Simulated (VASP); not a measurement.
A run of VASP 6.6.1:

Contents of INCAR:

```
PREC = Accurate ; ENCUT = 600
EDIFF = 1E-6 ; ISMEAR = -1
SIGMA = 0.05 ; LREAL = F
LASPH = T ; NELM = 80
ALGO = Normal ; ISIF = 3
LWAVE = F ; LCHARG = F
GGA = RE ; IVDW = 12
IBRION = 2 ; NSW = 60
EDIFFG = -0.01
```

File KPOINTS:

```
Automatic mesh
0
Gamma
  7 7 7
```

The input POSCAR:

```
PbS
1.0
    3.6536590000      0.0000000000      0.0000000000
    0.0000000000      3.6536590000      0.0000000000
    0.0000000000      0.0000000000      3.6536590000
Pb S
1 1
Direct
    0.0000000000      0.0000000000      0.0000000000
    0.5000000000      0.5000000000      0.5000000000
```

Potentials or basis: VASP PAW PBE potentials, release 64 (Pb_d, S).

Run with:

```bash
$ cat potpaw_PBE.64/Pb_d/POTCAR potpaw_PBE.64/S/POTCAR > POTCAR
$ mpirun -np 1 vasp_std > vasp.out
```

Hardware: 1 thread of Intel(R) Xeon(R) 6975P-C (Granite Rapids), with other jobs on the host.

Task: Estimate the wall time of this run.

Result: It took 16 s on 1 thread of Intel(R) Xeon(R) 6975P-C (Granite Rapids) (shared host), peak memory 0.19 GiB. Counts: scf iterations 31, k points 20, ion steps 3.
